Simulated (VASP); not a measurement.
# CaO (I-4m2) in VASP: further runs

CaO is run at these levels: PBE, r2SCAN; tasks: single point.

All numbers are computed with VASP 6.6.1; they aren't measurements. Logs are shortened: lines on timing, memory, paths and dates and some standing lists are left out, and cuts for length are marked.

## Step 1: The cell of the first run

It takes space group I-4m2 (No. 119, tetragonal). Conventional cell: a = 3.686 Å, b = 3.686 Å, c = 5.193 Å, α = 90.00°, β = 90.00°, γ = 90.00°. Ca (site symmetry -4m2) has 4 O at 2.25 Å within 3.0 Å. Within 3.0 Å of O (site symmetry -4m2) lie 4 Ca at 2.25 Å.

## Step 2: Single point, PBE (uniaxial z strain -0.4%)

Contents of INCAR:

```
SYSTEM = CaO
PREC = Accurate
ENCUT = 520
EDIFF = 1E-6
ISMEAR = -1
SIGMA = 0.02
LREAL = .FALSE.
LASPH = .TRUE.
NELM = 60
ALGO = Normal
ISIF = 2
LWAVE = .FALSE.
LCHARG = .TRUE.
GGA = PE
LELF = .TRUE.
LVHAR = .TRUE.
NBANDS = 15
```

Contents of KPOINTS:

```
Automatic mesh
0
G
  8 8 8
  0 0 0
```

Contents of POSCAR:

```
CaO
1.0
    0.0000000000      2.6067317416      2.5963048146
    2.6067317416      0.0000000000      2.5963048146
    2.6067317416      2.6067317416      0.0000000000
Ca O
1 1
Direct
    0.0000000000      0.0000000000      0.0000000000
    0.2500000000      0.2500000000      0.2500000000
```

Potentials or basis: VASP PAW PBE potentials, release 64 (Ca_sv, O).

Run with:

```bash
cat potpaw_PBE.64/Ca_sv/POTCAR potpaw_PBE.64/O/POTCAR > POTCAR
mpirun -np 1 vasp_std > vasp.out
```

OUTCAR:

```text
SYSTEM = CaO
   PREC = Accurate
   ENCUT = 520
   EDIFF = 1E-6
   ISMEAR = -1
   LREAL = .FALSE.
   LASPH = .TRUE.
   NELM = 60
   ISIF = 2
   GGA = PE

 ion  position               nearest neighbor table
   1  0.000  0.000  0.000-   2 2.25   2 2.25   2 2.25   2 2.25
   2  0.250  0.250  0.250-   1 2.25   1 2.25   1 2.25   1 2.25

  LATTYP: Found a body centered tetragonal cell.
 ALAT       =     3.6864753824
 C/A-ratio  =     1.4085567081

  Lattice vectors:

 A1 = (   0.0000000000,  -2.6067317416,  -2.5963048146)
 A2 = (   0.0000000000,   2.6067317416,  -2.5963048146)
 A3 = (   2.6067317416,   0.0000000000,   2.5963048146)

Analysis of symmetry for initial positions (statically):
=====================================================================
 Subroutine PRICEL returns:
 Original cell was already a primitive cell.

 Routine SETGRP: Setting up the symmetry group for a
 body centered tetragonal supercell.

 Subroutine GETGRP returns: Found  8 space group operations
 (whereof  8 operations were pure point group operations)
 out of a pool of 16 trial point group operations.

The static configuration has the point symmetry D_2d.

Analysis of symmetry for dynamics (positions and initial velocities):
=====================================================================
 Subroutine PRICEL returns:
 Original cell was already a primitive cell.

 Routine SETGRP: Setting up the symmetry group for a
 body centered tetragonal supercell.

 Subroutine GETGRP returns: Found  8 space group operations
 (whereof  8 operations were pure point group operations)
 out of a pool of 16 trial point group operations.

The dynamic configuration has the point symmetry D_2d.

 Subroutine INISYM returns: Found  8 space group operations
 (whereof  8 operations are pure point group operations),
 and found     1 'primitive' translations

----------------------------------------------------------------------------------------

                                     Primitive cell

  volume of cell :      35.2840

  direct lattice vectors                    reciprocal lattice vectors
     0.000000000  2.606731742  2.596304815    -0.191811068  0.191811068  0.192581394
     2.606731742  0.000000000  2.596304815     0.191811068 -0.191811068  0.192581394
     2.606731742  2.606731742  0.000000000     0.191811068  0.191811068 -0.192581394

  length of vectors
     3.679109819  3.679109819  3.686475382     0.332671858  0.332671858  0.332671858

  position of ions in fractional coordinates (direct lattice)
     0.000000000  0.000000000  0.000000000
     0.250000000  0.250000000  0.250000000

  ion indices of the primitive-cell ions
   primitive index   ion index
                 1           1
                 2           2

----------------------------------------------------------------------------------------

 KPOINTS: Automatic mesh

Automatic generation of k-mesh.
 Grid dimensions read from file:
 generate k-points for:    8    8    8

 Generating k-lattice:

  Cartesian coordinates                     Fractional coordinates (reciprocal lattice)
    -0.023976384  0.023976384  0.024072674     0.125000000  0.000000000  0.000000000
     0.023976384 -0.023976384  0.024072674     0.000000000  0.125000000  0.000000000
     0.023976384  0.023976384 -0.024072674     0.000000000  0.000000000  0.125000000

  Length of vectors
     0.041583982  0.041583982  0.041583982

  Shift w.r.t. Gamma in fractional coordinates (k-lattice)
     0.000000000  0.000000000  0.000000000

 Subroutine IBZKPT returns following result:
 ===========================================

 Found     59 irreducible k-points:

 Following reciprocal coordinates:
            Coordinates               Weight
  0.000000  0.000000  0.000000      1.000000
  0.125000 -0.000000  0.000000      8.000000
  0.250000 -0.000000  0.000000      8.000000
  0.375000 -0.000000  0.000000      8.000000
  0.500000 -0.000000  0.000000      4.000000
  0.125000  0.125000  0.000000      2.000000
[... 16 lines left out ...]
  0.250000 -0.000000  0.125000     16.000000
  0.375000 -0.000000  0.125000     16.000000
 [... further k-points ...]
   k-points           NKPTS =     59   k-points in BZ     NKDIM =     59   number of bands    NBANDS=     15
   number of dos      NEDOS =    301   number of ions     NIONS =      2
   total plane-waves  NPLWV =  21952
   dimension x,y,z NGX =    28 NGY =   28 NGZ =   28
   dimension x,y,z NGXF=    56 NGYF=   56 NGZF=   56
   ions per type =               1   1
   NGX,Y,Z   is equivalent  to a cutoff of  12.65, 12.65, 12.63 a.u.
   NGXF,Y,Z  is equivalent  to a cutoff of  25.30, 25.30, 25.25 a.u.
 SYSTEM =  CaO
   PREC   = accura    normal or accurate (medium, high low for compatibility)
   ISTART =      0    job   : 0-new  1-cont  2-samecut
   ICHARG =      2    charge: 1-file 2-atom 10-const
   ISPIN  =      1    spin polarized calculation?
   LNONCOLLINEAR =      F non collinear calculations
   LSORBIT =      F    spin-orbit coupling
   LASPH  =      T    aspherical Exc in radial PAW
   ENCUT  =  520.0 eV  38.22 Ry    6.18 a.u.   6.84  6.84  6.85*2*pi/ulx,y,z
   NELM   =     60;   NELMIN=  2; NELMDL= -5     # of ELM steps
   EDIFF  = 0.1E-05   stopping-criterion for ELM
   LREAL  =      F    real-space projection
   EDIFFG = 0.1E-04   stopping-criterion for IOM
   NSW    =      0    number of steps for IOM
   IBRION =     -1    ionic relax: 0-MD 1-quasi-New 2-CG
   NFREE  =      0    steps in history (QN), initial steepest desc. (CG)
   ISIF   =      2    stress and relaxation
   ISYM   =      2    0-nonsym 1-usesym 2-fastsym
   POTIM  = 0.5000    time-step for ionic-motion
   TEBEG  =    0.0;   TEEND  =   0.0 temperature during run
   PSTRESS=    0.0 pullay stress
   NELECT =      16.0000    total number of electrons
   NUPDOWN=      -1.0000    fix difference up-down
   EMIN   =  10.00;   EMAX   =-10.00  energy-range for DOS
   EFERMI =   0.00;   METHOD = LEGACY
   ISMEAR =    -1;   SIGMA  =   0.02  broadening in eV -4-tet -1-fermi 0-gaus
   EFERMI_NEDOS =   21; number of points for ismear=-14 and -15
   IALGO  =     38    algorithm
   IMIX   =      4    mixing-type and parameters
     AMIX     =   0.40;   BMIX     =  1.00
     AMIX_MAG =   1.60;   BMIX_MAG =  1.00
  volume/ion in A,a.u.               =      17.64       119.05
  Fermi-wavevector in a.u.,A,eV,Ry     =   1.257734  2.376772 21.522976  1.581894
  Thomas-Fermi vector in A             =   2.391378
   LORBIT       =      0    0 simple, 1 ext, 2 COOP (PROOUT), +10 PAW based schemes
   GGA     = PE    functional components
   LHFCALC =     F    Hartree Fock is set to
   AEXX    =    0.0000 exact exchange contribution
   IVDW    =     0    specifies the selected vdW correction
   LEPSILON=     F    determine dielectric tensor
   LRPA    =     F    only Hartree local field effects (RPA)
 non-spin polarized calculation
  energy-cutoff  :      520.00
  volume of cell :       35.28
 maximum number of plane-waves:       961
   NGX = 13   NGY = 13   NGZ = 13

 number of electron      15.9999998 magnetization

 Free energy of the ion-electron system (eV)
  ---------------------------------------------------
  ext. energy  EPLUGINS =         0.00000000
  ---------------------------------------------------
  free energy    TOTEN  =       -12.43676629 eV

  energy without entropy =      -12.43676629  energy(sigma->0) =      -12.43676629

 E-fermi :   1.0720     XC(G=0):  -9.0594

 val. band max:        0.5022518827   @ k =  -0.2500   0.2500   0.5000
 cond. band min:       3.8385741158   @ k =   0.0000   0.0000   0.0000
 fundamental gap:      3.3363222331
 Fermi energy:         1.0719675851

 k-point     1 :       0.0000    0.0000    0.0000
  band No.  band energies     occupation
      1     -36.6334      2.00000
      2     -17.5733      2.00000
      3     -17.5721      2.00000
      4     -17.5721      2.00000
      5     -14.3004      2.00000
      6      -0.1344      2.00000
      7      -0.1344      2.00000
      8      -0.1311      2.00000
      9       3.8386      0.00000
     10       8.4725      0.00000
     11       8.5025      0.00000
     12      10.1180      0.00000
     13      10.1180      0.00000
     14      10.1513      0.00000
     15      17.0859      0.00000

 k-point     2 :       0.1250   -0.0000    0.0000
  band No.  band energies     occupation
      1     -36.6266      2.00000
      2     -17.6959      2.00000
      3     -17.5808      2.00000
      4     -17.5803      2.00000
      5     -14.1792      2.00000
      6      -0.3047      2.00000
      7      -0.0909      2.00000
      8      -0.0879      2.00000
      9       4.3849      0.00000
     10       8.3025      0.00000
     11       8.3286      0.00000
     12       9.8997      0.00000
     13      10.2704      0.00000
     14      10.2895      0.00000
     15      15.4277      0.00000

 k-point     3 :       0.2500   -0.0000    0.0000
  band No.  band energies     occupation
      1     -36.6104      2.00000
      2     -17.9606      2.00000
      3     -17.5998      2.00000
      4     -17.5997      2.00000
      5     -13.9264      2.00000
      6      -0.5147      2.00000
      7       0.0067      2.00000
      8       0.0120      2.00000
      9       5.5102      0.00000
     10       8.1349      0.00000
     11       8.1529      0.00000
     12       9.4449      0.00000
     13      10.3565      0.00000
     14      10.3656      0.00000
     15      13.4416      0.00000

 k-point     4 :       0.3750   -0.0000    0.0000
  band No.  band energies     occupation
      1     -36.5940      2.00000
      2     -18.1917      2.00000
      3     -17.6192      2.00000
      4     -17.6185      2.00000
      5     -13.7159      2.00000
      6      -0.5352      2.00000
      7       0.0928      2.00000
      8       0.1005      2.00000
      9       6.3821      0.00000
     10       8.2368      0.00000
     11       8.2470      0.00000
     12       9.0085      0.00000
     13      10.1248      0.00000
     14      10.1250      0.00000
     15      12.4642      0.00000
[... 307 lines left out ...]
 k-point    22 :       0.1250    0.0000    0.1250
  band No.  band energies     occupation
      1     -36.6244      2.00000
      2     -17.7156      2.00000
      3     -17.5941      2.00000
      4     -17.5925      2.00000
      5     -14.1396      2.00000
      6      -0.3938      2.00000
      7      -0.0552      2.00000
      8      -0.0487      2.00000
      9       4.5605      0.00000
     10       7.8469      0.00000
     11       8.6299      0.00000
     12      10.1436      0.00000
     13      10.1667      0.00000
     14      10.1993      0.00000
     15      16.0979      0.00000

 k-point    23 :       0.2500   -0.0000    0.1250
  band No.  band energies     occupation
      1     -36.6114      2.00000
      2     -17.9168      2.00000
      3     -17.6160      2.00000
      4     -17.6141      2.00000
      5     -13.9342      2.00000
      6      -0.5720      2.00000
      7       0.0217      2.00000
      8       0.0493      2.00000
      9       5.4655      0.00000
     10       7.4275      0.00000
     11       8.6428      0.00000
     12       9.7480      0.00000
     13      10.2323      0.00000
     14      10.4228      0.00000
     15      14.3846      0.00000

 k-point    24 :       0.3750   -0.0000    0.1250
  band No.  band energies     occupation
      1     -36.5950      2.00000
      2     -18.1405      2.00000
      3     -17.6466      2.00000
      4     -17.6346      2.00000
      5     -13.7164      2.00000
      6      -0.5714      2.00000
      7       0.0666      2.00000
      8       0.1457      2.00000
      9       6.2492      0.00000
     10       7.4093      0.00000
     11       8.6384      0.00000
     12       9.4637      0.00000
     13      10.0710      0.00000
     14      10.4693      0.00000
     15      12.9565      0.00000

 [... further k-points ...]

------------------------ aborting loop because EDIFF is reached ----------------------------------------

  FORCE on cell =-STRESS in cart. coord.  units (eV):
  Direction    XX          YY          ZZ          XY          YZ          ZX
  --------------------------------------------------------------------------------------
  -------------------------------------------------------------------------------------
  Total        0.4778112      0.4778112      0.4895534      0.0000000     -0.0000000     -0.0000000
  in kB       21.6964446     21.6964446     22.2296338      0.0000000     -0.0000000     -0.0000000
  external PRESSURE =      21.8741744 kB  Pullay stress =       0.0000000 kB

 VOLUME and BASIS-vectors are now :
 -----------------------------------------------------------------------------
  energy-cutoff  :      520.00
  volume of cell :       35.28
      direct lattice vectors                 reciprocal lattice vectors
     0.000000000  2.606731742  2.596304815    -0.191811068  0.191811068  0.192581394
     2.606731742  0.000000000  2.596304815     0.191811068 -0.191811068  0.192581394
     2.606731742  2.606731742  0.000000000     0.191811068  0.191811068 -0.192581394

 POSITION                                       TOTAL-FORCE (eV/Angst)
 -----------------------------------------------------------------------------------
      0.00000      0.00000      0.00000        -0.000000     -0.000000      0.000000
      1.30337      1.30337      1.29815         0.000000      0.000000      0.000000
 -----------------------------------------------------------------------------------
    total drift:                               -0.000000     -0.000000     -0.000000

  FREE ENERGIE OF THE ION-ELECTRON SYSTEM (eV)
  ---------------------------------------------------
  free  energy   TOTEN  =       -12.4367662886 eV

  energy  without entropy=      -12.4367662886  energy(sigma->0) =      -12.43676629
```

Wall time 14 s (1 thread of Intel Xeon 6975P-C (Granite Rapids), shared host); peak memory 0.17 GiB.

What came out:

* Free energy: -12.4368 eV
* Pressure: 2.2 GPa
* Band gap on the k mesh: 3.34 eV, indirect (least direct gap 3.97 eV)

Caveat: the cell differs from its parent crystal (uniaxial z strain -0.4%). A k mesh can miss the band edges.

## Step 3: Single point, r2SCAN (biaxial xy strain -0.8%)

Contents of POSCAR:

```
CaO
1.0
    0.0000000000      2.5871812535      2.6067317416
    2.5871812535      0.0000000000      2.6067317416
    2.5871812535      2.5871812535      0.0000000000
Ca O
1 1
Direct
    0.0000000000      0.0000000000      0.0000000000
    0.2500000000      0.2500000000      0.2500000000
```

Contents of INCAR.step1:

```
PREC = Accurate ; ENCUT = 520
ISMEAR = 0 ; SIGMA = 0.01
LREAL = F ; LASPH = T
NELM = 100 ; NBANDS = 15
GGA = PE ; ALGO = Normal
EDIFF = 1E-4 ; LWAVE = T
LCHARG = F
```

Contents of INCAR.step2:

```
PREC = Accurate ; ENCUT = 520
EDIFF = 1E-6 ; ISMEAR = 0
SIGMA = 0.01 ; LREAL = F
LASPH = T ; NELM = 100
ALGO = Normal ; ISIF = 2
LWAVE = F ; LCHARG = F
METAGGA = R2SCAN ; LMIXTAU = T
NBANDS = 15 ; ISTART = 1
```

Contents of KPOINTS:

```
regular mesh
0
Gamma
  8 8 8
```

Potentials or basis: VASP PAW PBE potentials, release 64 (Ca_sv, O).

Run with:

```bash
cat potpaw_PBE.64/Ca_sv/POTCAR potpaw_PBE.64/O/POTCAR > POTCAR
cp INCAR.step1 INCAR
mpirun -np 1 vasp_std > vasp.out
cp INCAR.step2 INCAR
mpirun -np 1 vasp_std > vasp.out
```

OUTCAR:

```text
PREC = Accurate
   ENCUT = 520
   EDIFF = 1E-6
   ISMEAR = 0
   LREAL = F
   LASPH = T
   NELM = 100
   ISIF = 2
   METAGGA = R2SCAN
   ISTART = 1

 ion  position               nearest neighbor table
   1  0.000  0.000  0.000-   2 2.25   2 2.25   2 2.25   2 2.25
   2  0.250  0.250  0.250-   1 2.25   1 2.25   1 2.25   1 2.25

  LATTYP: Found a body centered tetragonal cell.
 ALAT       =     3.6588268170
 C/A-ratio  =     1.4249003148

  Lattice vectors:

 A1 = (  -2.5871812535,   0.0000000000,   2.6067317416)
 A2 = (   2.5871812535,   0.0000000000,   2.6067317416)
 A3 = (   0.0000000000,   2.5871812535,  -2.6067317416)

Analysis of symmetry for initial positions (statically):
=====================================================================
 Subroutine PRICEL returns:
 Original cell was already a primitive cell.

 Routine SETGRP: Setting up the symmetry group for a
 body centered tetragonal supercell.

 Subroutine GETGRP returns: Found  8 space group operations
 (whereof  8 operations were pure point group operations)
 out of a pool of 16 trial point group operations.

The static configuration has the point symmetry D_2d.

[... 173 lines left out ...]
      5     -15.5633      2.00000
      6      -0.4428      2.00000
      7      -0.4366      2.00000
      8      -0.4366      2.00000
      9       4.0003      0.00000
     10       8.9016      0.00000
     11       8.9607      0.00000
     12      10.5553      0.00000
     13      10.6245      0.00000
     14      10.6245      0.00000
[... 401 lines left out ...]
      2     -19.0145      2.00000
      3     -18.4144      2.00000
      4     -18.4022      2.00000
      5     -14.8793      2.00000
      6      -0.8606      2.00000
      7      -0.2281      2.00000
      8      -0.1543      2.00000
      9       6.4339      0.00000
     10       7.7833      0.00000
     11       9.0703      0.00000
     12       9.9244      0.00000
     13      10.5641      0.00000
     14      10.9878      0.00000
     15      13.4632      0.00000

 [... further k-points ...]

------------------------ aborting loop because EDIFF is reached ----------------------------------------

  FORCE on cell =-STRESS in cart. coord.  units (eV):
  Direction    XX          YY          ZZ          XY          YZ          ZX
  --------------------------------------------------------------------------------------
  -------------------------------------------------------------------------------------
  Total        0.4909976      0.4909976      0.4711379      0.0000000      0.0000000      0.0000000
  in kB       22.5429048     22.5429048     21.6310977      0.0000000      0.0000000      0.0000000
  external PRESSURE =      22.2389691 kB  Pullay stress =       0.0000000 kB

 VOLUME and BASIS-vectors are now :
 -----------------------------------------------------------------------------
  energy-cutoff  :      520.00
  volume of cell :       34.90
      direct lattice vectors                 reciprocal lattice vectors
     0.000000000  2.587181253  2.606731742    -0.193260522  0.193260522  0.191811068
     2.587181253  0.000000000  2.606731742     0.193260522 -0.193260522  0.191811068
     2.587181253  2.587181253  0.000000000     0.193260522  0.193260522 -0.191811068

 POSITION                                       TOTAL-FORCE (eV/Angst)
 -----------------------------------------------------------------------------------
      0.00000      0.00000      0.00000         0.000000      0.000000      0.000000
      1.29359      1.29359      1.30337        -0.000000     -0.000000     -0.000000
 -----------------------------------------------------------------------------------
    total drift:                               -0.000000     -0.000000     -0.000000

  FREE ENERGIE OF THE ION-ELECTRON SYSTEM (eV)
  ---------------------------------------------------
  free  energy   TOTEN  =       -18.9345604317 eV

  energy  without entropy=      -18.9345604317  energy(sigma->0) =      -18.93456043
```

Run time: 60 s. Hardware: 1 thread of Intel Xeon 6975P-C (Granite Rapids), shared host; peak memory 0.18 GiB.

What came out:

```yaml
Free_energy: -18.9346 eV
Pressure: 2.2 GPa
Band_gap_on_the_k_mesh: 3.78 eV, indirect (least direct gap 4.44 eV)
```

Levels at points of the mesh, in eV from the valence-band top:
| k point | band 6 | band 7 | band 8 | band 9 | band 10 | band 11 |
| --- | --- | --- | --- | --- | --- | --- |
| (0.00, 0.00, 0.00) | -0.66 | -0.66 | -0.66 | 3.78 | 8.68 | 8.74 |
| (0.50, 0.00, 0.00) | -1.00 | -0.40 | -0.38 | 6.63 | 8.59 | 8.60 |
| (0.50, 0.50, 0.00) | -1.46 | 0.00 | 0.00 | 5.34 | 7.25 | 9.82 |
| (0.50, 0.00, 0.50) | -1.46 | -0.01 | -0.01 | 5.37 | 7.26 | 9.82 |

Caveat: the cell differs from its parent crystal (biaxial xy strain -0.8%); the PAW data sets were made with another functional, which shifts forces and pressure a little. A k mesh can miss the band edges.
